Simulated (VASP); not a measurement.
## Br: single point with PBEsol

Br:

```
CELL_PARAMETERS angstrom
4.59764 0.00000 0.00000
0.00000 4.59764 0.00000
0.00000 0.00000 4.59764
ATOMIC_POSITIONS crystal
Br 0.50000 0.00000 0.00000
Br 0.00000 0.00000 0.50000
Br 0.00000 0.50000 0.00000
```

| Quantity | Value |
| --- | --- |
| Program | VASP 6.6.1 |
| Task | single point |
| Functional | PBEsol |
| Potentials or basis | VASP PAW PBE potentials, release 64 (Br) |
| Cutoff | 400 eV |
| k mesh | 5 × 5 × 5 |
| Occupations | methfessel-paxton, width 0.1 eV |
| Spin | no spin polarisation |
| Dipole correction | no |
| k mesh for the DOS | 8 × 8 × 8 |
| Occupations for the DOS | tetrahedron |
| Further INCAR settings | ALGO = Normal; EDIFF = 1e-06; NBANDS = 18 |

| Item | Value |
| --- | --- |
| Valence electrons inside the program's atomic spheres | Br 4.64 |

Levels at points of the mesh, in eV from the Fermi level:
| k point | band 7 | band 8 | band 9 | band 10 | band 11 | band 12 | band 13 | band 14 |
| --- | --- | --- | --- | --- | --- | --- | --- | --- |
| (0.00, 0.00, 0.00) | -0.95 | -0.95 | -0.95 | 0.32 | 0.32 | 0.32 | 5.00 | 7.04 |
| (0.50, 0.00, 0.00) | -1.99 | -1.72 | -1.72 | -1.41 | -0.08 | -0.08 | 7.26 | 8.08 |
| (0.50, 0.50, 0.00) | -1.83 | -1.83 | -1.65 | -1.65 | 0.24 | 0.51 | 8.15 | 8.77 |
| (0.50, 0.50, 0.50) | -3.59 | 0.29 | 0.29 | 0.53 | 0.53 | 0.53 | 5.52 | 9.28 |

It took 15 s on 1 thread of AMD EPYC 9R45 96-Core Processor (Zen 5), with other jobs on the host, peak memory 0.14 GiB.

Caveat: an odd number of electrons without spin polarisation forces a metal; a magnetic or distorted state may lie lower.
